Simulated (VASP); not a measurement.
# Ta3N (C2/m) in VASP: single point with PBE

Aim: the single point of Ta3N with PBE.

Program: VASP 6.6.1. These are calculated values, not measurements. Logs are shortened: lines on timing, memory, paths and dates and some standing lists are left out, and cuts for length are marked.

### 1 The cell of the first run

It takes space group C2/m (No. 12, monoclinic). The conventional cell has a = 5.235 Å, b = 3.022 Å, c = 7.560 Å, α = 90.00°, β = 92.58°, γ = 90.00°. Ta (site symmetry 2/m) has 12 Ta at 2.99 to 3.09 Å and 2 N at 3.78 Å within 3.9 Å. Within 2.8 Å of Ta (site symmetry m) lie 3 N at 2.14 to 2.21 Å. N (site symmetry 2/m) has 6 Ta at 2.14 to 2.21 Å within 2.8 Å.

### 2 Single point, PBE (strain -0.0450 x Voigt [0, 0, 0, 1, 0, 0])

Contents of INCAR:

```
SYSTEM = Ta3N
PREC = Accurate
ENCUT = 520
EDIFF = 1E-7
ISMEAR = 0
SIGMA = 0.15
LREAL = .False.
LASPH = .True.
NELM = 60
ALGO = Normal
ISIF = 2
LWAVE = .False.
LCHARG = .True.
GGA = PE
LELF = .True.
LVHAR = .True.
NBANDS = 27
```

Contents of KPOINTS:

```
Automatic mesh
0
Gamma
  18 18 6
  0 0 0
```

Contents of POSCAR:

```
Ta3N
1.0
    3.0217748255      0.0000000000      0.0000000000
   -1.5108874128      2.6169337634     -0.0588810097
    0.0000000000     -0.1700457342      7.5575881873
Ta N
3 1
Direct
    0.0000000000      0.0000000000      0.5000000000
    0.3333333333      0.6666666667      0.1735950547
    0.6666666667      0.3333333333      0.8264049453
    0.0000000000      0.0000000000      0.0000000000
```

Potentials or basis: VASP PAW PBE potentials, release 64 (Ta_pv, N).

Run with:

```
> cat potpaw_PBE.64/Ta_pv/POTCAR potpaw_PBE.64/N/POTCAR > POTCAR
> mpirun -np 1 vasp_std > vasp.out
```

OUTCAR:

```text
SYSTEM = Ta3N
   PREC = Accurate
   ENCUT = 520
   EDIFF = 1E-7
   ISMEAR = 0
   LREAL = .False.
   LASPH = .True.
   NELM = 60
   ISIF = 2
   GGA = PE

 ion  position               nearest neighbor table
   1  0.000  0.000  0.500-   2 2.99   3 2.99   3 2.99   2 2.99   3 3.09   2 3.09
   2  0.333  0.667  0.174-   4 2.14   4 2.21   4 2.21   1 2.99   1 2.99   1 3.09   3 3.12   3 3.12
                             3 3.22
   3  0.667  0.333  0.826-   4 2.14   4 2.21   4 2.21   1 2.99   1 2.99   1 3.09   2 3.12   2 3.12
                             2 3.22
   4  0.000  0.000  0.000-   2 2.14   3 2.14   3 2.21   2 2.21   3 2.21   2 2.21

  LATTYP: Found a base centered monoclinic cell.
 ALAT       =     5.2351921819
 B/A-ratio  =     0.5772041829
 C/A-ratio  =     1.4439777370
 COS(beta)  =    -0.0449772303

  Lattice vectors:

 A1 = (   1.5108874127,   2.6169337634,  -0.0588810097)
 A2 = (  -1.5108874128,   2.6169337634,  -0.0588810097)
 A3 = (   0.0000000000,  -0.1700457342,   7.5575881873)

Analysis of symmetry for initial positions (statically):
=====================================================================
 Subroutine PRICEL returns:
 Original cell was already a primitive cell.

 Routine SETGRP: Setting up the symmetry group for a
 base centered monoclinic supercell.

 Subroutine GETGRP returns: Found  4 space group operations
 (whereof  4 operations were pure point group operations)
 out of a pool of  4 trial point group operations.

The static configuration has the point symmetry C_2h.

Analysis of symmetry for dynamics (positions and initial velocities):
=====================================================================
 Subroutine PRICEL returns:
 Original cell was already a primitive cell.

 Routine SETGRP: Setting up the symmetry group for a
 base centered monoclinic supercell.

 Subroutine GETGRP returns: Found  4 space group operations
 (whereof  4 operations were pure point group operations)
 out of a pool of  4 trial point group operations.

The dynamic configuration has the point symmetry C_2h.

 Subroutine INISYM returns: Found  4 space group operations
 (whereof  4 operations are pure point group operations),
 and found     1 'primitive' translations

----------------------------------------------------------------------------------------

                                     Primitive cell

  volume of cell :      59.7335

  direct lattice vectors                    reciprocal lattice vectors
     3.021774826  0.000000000  0.000000000     0.330931343  0.191160075  0.004301102
    -1.510887413  2.616933763 -0.058881010     0.000000000  0.382320149  0.008602203
     0.000000000 -0.170045734  7.557588187     0.000000000  0.002978648  0.132384364

  length of vectors
     3.021774826  3.022348436  7.559500960     0.382199198  0.382416912  0.132417870

  position of ions in fractional coordinates (direct lattice)
     0.000000000  0.000000000  0.500000000
     0.333333333  0.666666667  0.173595055
     0.666666667  0.333333333  0.826404945
     0.000000000  0.000000000  0.000000000

  ion indices of the primitive-cell ions
   primitive index   ion index
                 1           1
                 2           2
                 3           3
                 4           4

----------------------------------------------------------------------------------------

 KPOINTS: Automatic mesh

Automatic generation of k-mesh.
 Grid dimensions read from file:
 generate k-points for:   18   18    6

 Generating k-lattice:

  Cartesian coordinates                     Fractional coordinates (reciprocal lattice)
     0.018385075  0.010620004  0.000238950     0.055555556 -0.000000000  0.000000000
     0.000000000  0.021240008  0.000477900     0.000000000  0.055555556  0.000000000
     0.000000000  0.000496441  0.022064061     0.000000000 -0.000000000  0.166666667

  Length of vectors
     0.021233289  0.021245384  0.022069645

  Shift w.r.t. Gamma in fractional coordinates (k-lattice)
     0.000000000  0.000000000  0.000000000

 Subroutine IBZKPT returns following result:
 ===========================================

 Found    524 irreducible k-points:

 Following reciprocal coordinates:
            Coordinates               Weight
  0.000000  0.000000  0.000000      1.000000
  0.055556 -0.000000  0.000000      4.000000
  0.111111 -0.000000  0.000000      4.000000
  0.166667 -0.000000  0.000000      4.000000
  0.222222 -0.000000  0.000000      4.000000
  0.277778 -0.000000  0.000000      4.000000
[... 16 lines left out ...]
 -0.333333  0.055556 -0.000000      4.000000
 -0.277778  0.055556  0.000000      4.000000
 [... further k-points ...]
   k-points           NKPTS =    524   k-points in BZ     NKDIM =    524   number of bands    NBANDS=     27
   number of dos      NEDOS =    301   number of ions     NIONS =      4
   total plane-waves  NPLWV =  32256
   dimension x,y,z NGX =    24 NGY =   24 NGZ =   56
   dimension x,y,z NGXF=    48 NGYF=   48 NGZF=  112
   ions per type =               3   1
   NGX,Y,Z   is equivalent  to a cutoff of  13.20, 13.20, 12.32 a.u.
   NGXF,Y,Z  is equivalent  to a cutoff of  26.41, 26.40, 24.63 a.u.
 SYSTEM =  Ta3N
   PREC   = accura    normal or accurate (medium, high low for compatibility)
   ISTART =      0    job   : 0-new  1-cont  2-samecut
   ICHARG =      2    charge: 1-file 2-atom 10-const
   ISPIN  =      1    spin polarized calculation?
   LNONCOLLINEAR =      F non collinear calculations
   LSORBIT =      F    spin-orbit coupling
   LASPH  =      T    aspherical Exc in radial PAW
   ENCUT  =  520.0 eV  38.22 Ry    6.18 a.u.   5.62  5.62 14.06*2*pi/ulx,y,z
   NELM   =     60;   NELMIN=  2; NELMDL= -5     # of ELM steps
   EDIFF  = 0.1E-06   stopping-criterion for ELM
   LREAL  =      F    real-space projection
   EDIFFG = 0.1E-05   stopping-criterion for IOM
   NSW    =      0    number of steps for IOM
   IBRION =     -1    ionic relax: 0-MD 1-quasi-New 2-CG
   NFREE  =      0    steps in history (QN), initial steepest desc. (CG)
   ISIF   =      2    stress and relaxation
   ISYM   =      2    0-nonsym 1-usesym 2-fastsym
   POTIM  = 0.5000    time-step for ionic-motion
   TEBEG  =    0.0;   TEEND  =   0.0 temperature during run
   PSTRESS=    0.0 pullay stress
   NELECT =      38.0000    total number of electrons
   NUPDOWN=      -1.0000    fix difference up-down
   EMIN   =  10.00;   EMAX   =-10.00  energy-range for DOS
   EFERMI =   0.00;   METHOD = LEGACY
   ISMEAR =     0;   SIGMA  =   0.15  broadening in eV -4-tet -1-fermi 0-gaus
   EFERMI_NEDOS =   21; number of points for ismear=-14 and -15
   IALGO  =     38    algorithm
   IMIX   =      4    mixing-type and parameters
     AMIX     =   0.40;   BMIX     =  1.00
     AMIX_MAG =   1.60;   BMIX_MAG =  1.00
  volume/ion in A,a.u.               =      14.93       100.78
  Fermi-wavevector in a.u.,A,eV,Ry     =   1.407981  2.660697 26.972315  1.982409
  Thomas-Fermi vector in A             =   2.530185
   LORBIT       =      0    0 simple, 1 ext, 2 COOP (PROOUT), +10 PAW based schemes
   GGA     = PE    functional components
   LHFCALC =     F    Hartree Fock is set to
   AEXX    =    0.0000 exact exchange contribution
   IVDW    =     0    specifies the selected vdW correction
   LEPSILON=     F    determine dielectric tensor
   LRPA    =     F    only Hartree local field effects (RPA)
 non-spin polarized calculation
 Gauss-broadening in eV      SIGMA  =   0.15
  energy-cutoff  :      520.00
  volume of cell :       59.73
 maximum number of plane-waves:      1634
   NGX = 11   NGY = 11   NGZ = 29

 number of electron      37.9999997 magnetization

 Free energy of the ion-electron system (eV)
  ---------------------------------------------------
  ext. energy  EPLUGINS =         0.00000000
  ---------------------------------------------------
  free energy    TOTEN  =       -45.63486020 eV

  energy without entropy =      -45.60149784  energy(sigma->0) =      -45.61817902

 E-fermi :   6.6476     XC(G=0): -12.7010

 val. band max:        6.6474204764   @ k =  -0.3333   0.2222   0.1667
 cond. band min:       6.6484259356   @ k =   0.0556   0.1111   0.3333
 fundamental gap:      0.0010054592
 Fermi energy:         6.6476186595

 k-point     1 :       0.0000    0.0000    0.0000
  band No.  band energies     occupation
      1     -28.5229      2.00000
      2     -28.2248      2.00000
      3     -27.8890      2.00000
      4     -27.8851      2.00000
      5     -27.8739      2.00000
      6     -27.8449      2.00000
[... 19 lines left out ...]
     26       9.0614      0.00000
     27      10.1257      0.00000

 k-point     2 :       0.0556   -0.0000    0.0000
  band No.  band energies     occupation
      1     -28.5180      2.00000
      2     -28.2220      2.00000
      3     -27.9099      2.00000
      4     -27.8967      2.00000
      5     -27.8826      2.00000
      6     -27.8593      2.00000
[... 19 lines left out ...]
     26       9.1600      0.00000
     27      10.3158      0.00000

 k-point     3 :       0.1111   -0.0000    0.0000
  band No.  band energies     occupation
      1     -28.5044      2.00000
      2     -28.2162      2.00000
      3     -27.9737      2.00000
      4     -27.9389      2.00000
      5     -27.9150      2.00000
      6     -27.8772      2.00000
[... 19 lines left out ...]
     26       9.3889      0.00000
     27      10.5008      0.00000

 k-point     4 :       0.1667   -0.0000    0.0000
  band No.  band energies     occupation
      1     -28.4858      2.00000
      2     -28.2206      2.00000
      3     -28.0570      2.00000
      4     -28.0271      2.00000
      5     -27.9454      2.00000
      6     -27.8959      2.00000
[... 19 lines left out ...]
     26       9.7923      0.00000
     27      10.6982      0.00000
[... 516 lines left out ...]
      4     -28.0992      2.00000
      5     -28.0629      2.00000
      6     -27.9944      2.00000
[... 19 lines left out ...]
     26      11.1341      0.00000
     27      11.2267      0.00000

 k-point    23 :      -0.3333    0.0556   -0.0000
  band No.  band energies     occupation
      1     -28.5033      2.00000
      2     -28.4258      2.00000
      3     -28.2497      2.00000
      4     -28.0974      2.00000
      5     -28.0394      2.00000
      6     -27.9714      2.00000
[... 19 lines left out ...]
     26      10.7632      0.00000
     27      11.1081      0.00000

 k-point    24 :      -0.2778    0.0556    0.0000
  band No.  band energies     occupation
      1     -28.4707      2.00000
      2     -28.3260      2.00000
      3     -28.1877      2.00000
      4     -28.0976      2.00000
      5     -28.0055      2.00000
      6     -27.9456      2.00000
[... 19 lines left out ...]
     26      10.4255      0.00000
     27      11.0263      0.00000

 [... further k-points ...]

------------------------ aborting loop because EDIFF is reached ----------------------------------------

  FORCE on cell =-STRESS in cart. coord.  units (eV):
  Direction    XX          YY          ZZ          XY          YZ          ZX
  --------------------------------------------------------------------------------------
  -------------------------------------------------------------------------------------
  Total        0.3860677      0.0811051      0.2689487     -0.0000000     -0.1687482      0.0000000
  in kB       10.3551378      2.1754063      7.2137632     -0.0000000     -4.5261773      0.0000000
  external PRESSURE =       6.5814357 kB  Pullay stress =       0.0000000 kB

 VOLUME and BASIS-vectors are now :
 -----------------------------------------------------------------------------
  energy-cutoff  :      520.00
  volume of cell :       59.73
      direct lattice vectors                 reciprocal lattice vectors
     3.021774826  0.000000000  0.000000000     0.330931343  0.191160075  0.004301102
    -1.510887413  2.616933763 -0.058881010     0.000000000  0.382320149  0.008602203
     0.000000000 -0.170045734  7.557588187     0.000000000  0.002978648  0.132384364

 POSITION                                       TOTAL-FORCE (eV/Angst)
 -----------------------------------------------------------------------------------
      0.00000     -0.08502      3.77879         0.000000      0.000000      0.000000
     -0.00000      1.71510      1.27271        -0.000000      0.325875      0.099687
      1.51089      0.73178      6.22600         0.000000     -0.325875     -0.099687
      0.00000      0.00000      0.00000        -0.000000      0.000000      0.000000
 -----------------------------------------------------------------------------------
    total drift:                                0.000000     -0.000000     -0.000000

  FREE ENERGIE OF THE ION-ELECTRON SYSTEM (eV)
  ---------------------------------------------------
  free  energy   TOTEN  =       -45.6348602032 eV

  energy  without entropy=      -45.6014978408  energy(sigma->0) =      -45.61817902
```

It took 7.3 min on 1 thread of Intel Xeon 6975P-C (Granite Rapids), shared host; peak memory 0.73 GiB.

Results:

| Property | Result |
| --- | --- |
| Free energy | -45.6349 eV |
| Pressure | 0.7 GPa |
| Largest force | 0.341 eV/Å |
| Band gap on the k mesh | zero (bands 19 and 20 overlap by 0.92 eV) |

Forces on the atoms (eV/Å):
```
Ta   0.000  0.000  0.000
Ta   0.000  0.326  0.100
Ta   0.000 -0.326 -0.100
N    0.000  0.000  0.000
```

Stress tensor (GPa, compression positive):
```
 1.04  0.00  0.00
 0.00  0.22 -0.45
 0.00 -0.45  0.72
```

Levels at points of the mesh, in eV from the Fermi level:
| k point | band 17 | band 18 | band 19 | band 20 | band 21 | band 22 |
| --- | --- | --- | --- | --- | --- | --- |
| (0.00, 0.00, 0.00) | -0.70 | -0.40 | -0.14 | 0.32 | 0.38 | 0.89 |
| (0.50, 0.00, 0.00) | -1.07 | -0.60 | 0.28 | 0.78 | 0.81 | 3.59 |
| (0.00, 0.50, 0.00) | -1.28 | -0.37 | -0.12 | 0.72 | 1.20 | 3.52 |
| (0.00, 0.00, 0.50) | -1.18 | -0.25 | -0.19 | 0.54 | 0.63 | 1.14 |
| (0.50, 0.00, 0.50) | -1.27 | -1.25 | 0.07 | 0.87 | 1.49 | 2.39 |
| (0.00, 0.50, 0.50) | -1.38 | -1.24 | 0.40 | 0.86 | 1.25 | 2.49 |

Caveat: the cell differs from its parent crystal (strain -0.0450 x Voigt [0, 0, 0, 1, 0, 0]); spin-orbit coupling is left out, which moves the levels of the heavy elements.
